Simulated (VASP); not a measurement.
# Al2O3 (R-3c) in VASP: a series of runs

Runs on Al2O3. Level: RPBE+D3(BJ). Tasks: single point, relaxation of cell and atoms.

All numbers are computed with VASP 6.6.1; they aren't measurements. Logs are shortened: lines on timing, memory, paths and dates and some standing lists are left out, and cuts for length are marked.

**What was measured.**

From “Multi-petahertz electron interference in Cr:Al2O3 solid-state material”, 2018, pmc:5906618, for a bulk crystal of Al2O3: band gap 8.7 eV (optical).

The results are compared with them further down.

**1. The cell of the first run**

Symmetry: R-3c, No. 167, trigonal system. The conventional cell has a = 4.713 Å, b = 4.713 Å, c = 12.804 Å, α = 90.00°, β = 90.00°, γ = 120.00°. Within 2.4 Å of Al (site symmetry 3) lie 6 O at 1.83 to 1.95 Å. Within 2.4 Å of O (site symmetry 2) lie 4 Al at 1.83 to 1.95 Å.

**2. Single point, RPBE+D3(BJ)**

INCAR

```
ALGO = Normal ; EDIFF = 1E-7
ENCUT = 520 ; GGA = RP
ISIF = 2 ; ISMEAR = -1
IVDW = 12 ; LASPH = True
LCHARG = False ; LREAL = False
LWAVE = False ; NBANDS = 35
NELM = 80 ; PREC = Accurate
SIGMA = 0.05
```

KPOINTS

```
k-points
0
Gamma
  7 7 7
```

POSCAR

```
Al2O3
1.0
    2.3566233430      1.3605971214      4.2679555279
   -2.3566233430      1.3605971214      4.2679555279
    0.0000000000     -2.7211942429      4.2679555278
Al O
4 6
Direct
    0.8526105648      0.8526105648      0.8526105648
    0.6473894352      0.6473894352      0.6473894352
    0.1473894352      0.1473894352      0.1473894352
    0.3526105648      0.3526105648      0.3526105648
    0.0566923741      0.7500000000      0.4433076259
    0.7500000000      0.4433076259      0.0566923741
    0.4433076259      0.0566923741      0.7500000000
    0.9433076259      0.2500000000      0.5566923741
    0.2500000000      0.5566923741      0.9433076259
    0.5566923741      0.9433076259      0.2500000000
```

Potentials or basis: VASP PAW PBE potentials, release 64 (Al, O).

Run with:

```bash
$ cat potpaw_PBE.64/Al/POTCAR potpaw_PBE.64/O/POTCAR > POTCAR
$ mpirun -np 1 vasp_std > vasp.out
```

OUTCAR:

```text
EDIFF = 1E-7
   ENCUT = 520
   GGA = RP
   ISIF = 2
   ISMEAR = -1
   IVDW = 12
   LASPH = True
   LREAL = False
   NELM = 80
   PREC = Accurate
 IVDW          = 12

 ion  position               nearest neighbor table
   1  0.853  0.853  0.853-  10 1.83   8 1.83   9 1.83   5 1.95   6 1.95   7 1.95   2 2.63   3 2.77
                             3 2.77   3 2.77   2 3.18   2 3.18   2 3.18
   2  0.647  0.647  0.647-  10 1.83   9 1.83   8 1.83   6 1.95   5 1.95   7 1.95   1 2.63   4 2.77
                             4 2.77   4 2.77   1 3.18   1 3.18   1 3.18
   3  0.147  0.147  0.147-   7 1.83   5 1.83   6 1.83   8 1.95   9 1.95  10 1.95   4 2.63   1 2.77
                             1 2.77   1 2.77   4 3.18   4 3.18   4 3.18
   4  0.353  0.353  0.353-   7 1.83   6 1.83   5 1.83   9 1.95   8 1.95  10 1.95   3 2.63   2 2.77
                             2 2.77   2 2.77   3 3.18   3 3.18   3 3.18
   5  0.057  0.750  0.443-   3 1.83   4 1.83   1 1.95   2 1.95
   6  0.750  0.443  0.057-   4 1.83   3 1.83   2 1.95   1 1.95
   7  0.443  0.057  0.750-   3 1.83   4 1.83   1 1.95   2 1.95
   8  0.943  0.250  0.557-   1 1.83   2 1.83   3 1.95   4 1.95
   9  0.250  0.557  0.943-   2 1.83   1 1.83   4 1.95   3 1.95
  10  0.557  0.943  0.250-   1 1.83   2 1.83   3 1.95   4 1.95

  LATTYP: Found a trigonal (rhomboedric) cell.
 ALAT       =     5.0616541264
 COS(alpha) =     0.5664637519

  Lattice vectors:

 A1 = (   2.3566233430,   1.3605971214,   4.2679555279)
 A2 = (  -2.3566233430,   1.3605971214,   4.2679555279)
 A3 = (   0.0000000000,  -2.7211942429,   4.2679555278)

Analysis of symmetry for initial positions (statically):
=====================================================================
 Subroutine PRICEL returns:
 Original cell was already a primitive cell.

 Routine SETGRP: Setting up the symmetry group for a
 trigonal (rhombohedral) supercell.

 Subroutine GETGRP returns: Found 12 space group operations
 (whereof  6 operations were pure point group operations)
 out of a pool of 12 trial point group operations.

The static configuration has the point symmetry S_6 .
 The point group associated with its full space group is D_3d.

Analysis of symmetry for dynamics (positions and initial velocities):
=====================================================================
 Subroutine PRICEL returns:
 Original cell was already a primitive cell.

 Routine SETGRP: Setting up the symmetry group for a
 trigonal (rhombohedral) supercell.

 Subroutine GETGRP returns: Found 12 space group operations
 (whereof  6 operations were pure point group operations)
 out of a pool of 12 trial point group operations.

The dynamic configuration has the point symmetry S_6 .
 The point group associated with its full space group is D_3d.

 Subroutine INISYM returns: Found 12 space group operations
 (whereof  6 operations are pure point group operations),
 and found     1 'primitive' translations

----------------------------------------------------------------------------------------

                                     Primitive cell

  volume of cell :      82.1090

  direct lattice vectors                    reciprocal lattice vectors
     2.356623343  1.360597121  4.267955528     0.212167974  0.122495237  0.078101407
    -2.356623343  1.360597121  4.267955528    -0.212167974  0.122495237  0.078101407
     0.000000000 -2.721194243  4.267955528     0.000000000 -0.244990474  0.078101407

  length of vectors
     5.061654126  5.061654126  5.061654126     0.257138410  0.257138410  0.257138410

  position of ions in fractional coordinates (direct lattice)
     0.852610565  0.852610565  0.852610565
     0.647389435  0.647389435  0.647389435
     0.147389435  0.147389435  0.147389435
     0.352610565  0.352610565  0.352610565
     0.056692374  0.750000000  0.443307626
     0.750000000  0.443307626  0.056692374
     0.443307626  0.056692374  0.750000000
     0.943307626  0.250000000  0.556692374
     0.250000000  0.556692374  0.943307626
     0.556692374  0.943307626  0.250000000

  ion indices of the primitive-cell ions
   primitive index   ion index
                 1           1
                 2           2
                 3           3
                 4           4
                 5           5
                 6           6
                 7           7
                 8           8
                 9           9
                10          10

----------------------------------------------------------------------------------------

 KPOINTS: k-points

Automatic generation of k-mesh.
 Grid dimensions read from file:
 generate k-points for:    7    7    7

 Generating k-lattice:

  Cartesian coordinates                     Fractional coordinates (reciprocal lattice)
     0.030309711  0.017499320  0.011157344     0.142857143 -0.000000000  0.000000000
    -0.030309711  0.017499320  0.011157344    -0.000000000  0.142857143  0.000000000
     0.000000000 -0.034998639  0.011157344     0.000000000  0.000000000  0.142857143

  Length of vectors
     0.036734059  0.036734059  0.036734059

  Shift w.r.t. Gamma in fractional coordinates (k-lattice)
     0.000000000  0.000000000  0.000000000

 Subroutine IBZKPT returns following result:
 ===========================================

 Found     44 irreducible k-points:

 Following reciprocal coordinates:
            Coordinates               Weight
  0.000000  0.000000  0.000000      1.000000
  0.142857  0.000000  0.000000      6.000000
  0.285714  0.000000  0.000000      6.000000
  0.428571  0.000000  0.000000      6.000000
  0.142857  0.142857  0.000000      6.000000
  0.285714  0.142857  0.000000     12.000000
[... 16 lines left out ...]
  0.285714  0.285714  0.142857      6.000000
  0.428571  0.285714  0.142857     12.000000
 [... further k-points ...]
   k-points           NKPTS =     44   k-points in BZ     NKDIM =     44   number of bands    NBANDS=     35
   number of dos      NEDOS =    301   number of ions     NIONS =     10
   total plane-waves  NPLWV =  64000
   dimension x,y,z NGX =    40 NGY =   40 NGZ =   40
   dimension x,y,z NGXF=    80 NGYF=   80 NGZF=   80
   ions per type =               4   6
   NGX,Y,Z   is equivalent  to a cutoff of  13.14, 13.14, 13.14 a.u.
   NGXF,Y,Z  is equivalent  to a cutoff of  26.28, 26.28, 26.28 a.u.
 SYSTEM =  unknown system
   PREC   = accura    normal or accurate (medium, high low for compatibility)
   ISTART =      0    job   : 0-new  1-cont  2-samecut
   ICHARG =      2    charge: 1-file 2-atom 10-const
   ISPIN  =      1    spin polarized calculation?
   LNONCOLLINEAR =      F non collinear calculations
   LSORBIT =      F    spin-orbit coupling
   LASPH  =      T    aspherical Exc in radial PAW
   ENCUT  =  520.0 eV  38.22 Ry    6.18 a.u.   9.41  9.41  9.41*2*pi/ulx,y,z
   NELM   =     80;   NELMIN=  2; NELMDL= -5     # of ELM steps
   EDIFF  = 0.1E-06   stopping-criterion for ELM
   LREAL  =      F    real-space projection
   EDIFFG = 0.1E-05   stopping-criterion for IOM
   NSW    =      0    number of steps for IOM
   IBRION =     -1    ionic relax: 0-MD 1-quasi-New 2-CG
   NFREE  =      0    steps in history (QN), initial steepest desc. (CG)
   ISIF   =      2    stress and relaxation
   ISYM   =      2    0-nonsym 1-usesym 2-fastsym
   POTIM  = 0.5000    time-step for ionic-motion
   TEBEG  =    0.0;   TEEND  =   0.0 temperature during run
   PSTRESS=    0.0 pullay stress
   NELECT =      48.0000    total number of electrons
   NUPDOWN=      -1.0000    fix difference up-down
   EMIN   =  10.00;   EMAX   =-10.00  energy-range for DOS
   EFERMI =   0.00;   METHOD = LEGACY
   ISMEAR =    -1;   SIGMA  =   0.05  broadening in eV -4-tet -1-fermi 0-gaus
   EFERMI_NEDOS =   21; number of points for ismear=-14 and -15
   IALGO  =     38    algorithm
   IMIX   =      4    mixing-type and parameters
     AMIX     =   0.40;   BMIX     =  1.00
     AMIX_MAG =   1.60;   BMIX_MAG =  1.00
  volume/ion in A,a.u.               =       8.21        55.41
  Fermi-wavevector in a.u.,A,eV,Ry     =   1.368858  2.586766 25.494206  1.873771
  Thomas-Fermi vector in A             =   2.494785
   LORBIT       =      0    0 simple, 1 ext, 2 COOP (PROOUT), +10 PAW based schemes
   GGA     = RP    functional components
   LHFCALC =     F    Hartree Fock is set to
   AEXX    =    0.0000 exact exchange contribution
   IVDW    =    12    specifies the selected vdW correction
   LEPSILON=     F    determine dielectric tensor
   LRPA    =     F    only Hartree local field effects (RPA)
 non-spin polarized calculation
  energy-cutoff  :      520.00
  volume of cell :       82.11
 maximum number of plane-waves:      2242
 NGX is ok and might be reduce to    40
   NGX = 19   NGY = 19   NGZ = 19

 number of electron      48.0000005 magnetization

 Free energy of the ion-electron system (eV)
  ---------------------------------------------------
  ext. energy  EPLUGINS =         0.00000000
  ---------------------------------------------------
  free energy    TOTEN  =       -70.52945839 eV

  energy without entropy =      -70.52945839  energy(sigma->0) =      -70.52945839

 E-fermi :   7.7538     XC(G=0): -11.6720

 val. band max:        6.7225571492   @ k =   0.0000   0.0000   0.0000
 cond. band min:      13.4274506634   @ k =   0.0000   0.0000   0.0000
 fundamental gap:      6.7048935142
 Fermi energy:         7.7538352639

 k-point     1 :       0.0000    0.0000    0.0000
  band No.  band energies     occupation
      1     -12.8915      2.00000
      2     -10.4305      2.00000
      3     -10.1668      2.00000
      4     -10.1668      2.00000
      5      -9.8408      2.00000
      6      -9.8408      2.00000
[... 27 lines left out ...]
     34      20.8406      0.00000
     35      21.7867      0.00000
[... 843 lines left out ...]
      5     -10.0635      2.00000
      6      -9.7779      2.00000
[... 27 lines left out ...]
     34      20.7118      0.00000
     35      20.9651      0.00000

 [... further k-points ...]

------------------------ aborting loop because EDIFF is reached ----------------------------------------

 Edisp (eV)  -10.03361

 E8    (eV) :    -5.8118

  FORCE on cell =-STRESS in cart. coord.  units (eV):
  Direction    XX          YY          ZZ          XY          YZ          ZX
  --------------------------------------------------------------------------------------
  -------------------------------------------------------------------------------------
  Total      -0.36395    -0.36395    -0.33389     0.00000    -0.00000     0.00000
  in kB      -7.10163    -7.10163    -6.51510     0.00000    -0.00000     0.00000
  external pressure =       -6.91 kB  Pullay stress =        0.00 kB

 VOLUME and BASIS-vectors are now :
 -----------------------------------------------------------------------------
  energy-cutoff  :      520.00
  volume of cell :       82.11
      direct lattice vectors                 reciprocal lattice vectors
     2.356623343  1.360597121  4.267955528     0.212167974  0.122495237  0.078101407
    -2.356623343  1.360597121  4.267955528    -0.212167974  0.122495237  0.078101407
     0.000000000 -2.721194243  4.267955528     0.000000000 -0.244990474  0.078101407

 POSITION                                       TOTAL-FORCE (eV/Angst)
 -----------------------------------------------------------------------------------
      0.00000     -0.00000     10.91671         0.000000     -0.000000      0.009511
      0.00000     -0.00000      8.28909         0.000000      0.000000     -0.009511
      0.00000     -0.00000      1.88715         0.000000      0.000000     -0.009511
      0.00000     -0.00000      4.51478         0.000000     -0.000000      0.009511
     -1.63386     -0.10874      5.33494         0.003723      0.006448      0.000000
      0.72276      1.46934      5.33494         0.003723     -0.006448     -0.000000
      0.91111     -1.36060      5.33494        -0.007446      0.000000      0.000000
      1.63386      0.10874      7.46892        -0.003723     -0.006448     -0.000000
     -0.72276     -1.46934      7.46892        -0.003723      0.006448      0.000000
     -0.91111      1.36060      7.46892         0.007446      0.000000      0.000000
 -----------------------------------------------------------------------------------
    total drift:                                0.000000     -0.000000      0.000000

  FREE ENERGIE OF THE ION-ELECTRON SYSTEM (eV)
  ---------------------------------------------------
  free  energy   TOTEN  =       -80.5630665862 eV

  energy  without entropy=      -80.5630665862  energy(sigma->0) =      -80.56306659
```

Wall time 64 s (1 thread of Intel Xeon 6975P-C (Granite Rapids), shared host); peak memory 0.29 GiB.

What came out:

```
Free energy                : -80.5631 eV
Pressure                   : -0.7 GPa
Largest force              : 0.010 eV/Å
Band gap on the k mesh     : 6.70 eV
Dispersion energy per atom : -1.003 eV
```

Forces on the atoms (eV/Å):
```
Al   0.000  0.000  0.010
Al   0.000  0.000 -0.010
Al   0.000  0.000 -0.010
Al   0.000  0.000  0.010
O    0.004  0.006  0.000
O    0.004 -0.006  0.000
O   -0.007  0.000  0.000
O   -0.004 -0.006  0.000
O   -0.004  0.006  0.000
O    0.007  0.000  0.000
```

Levels at points of the mesh, in eV from the valence-band top:
```tsv
k point	band 21	band 22	band 23	band 24	band 25	band 26	band 27	band 28
(0.00, 0.00, 0.00)	-0.58	-0.10	-0.10	0.00	6.70	9.45	11.30	11.95
```

Caveat: the dispersion term is far too large for a dense solid, which distorts pressure and volume; the PAW data sets were made with another functional, which shifts forces and pressure a little.

(Continued in part 2 of 2.)
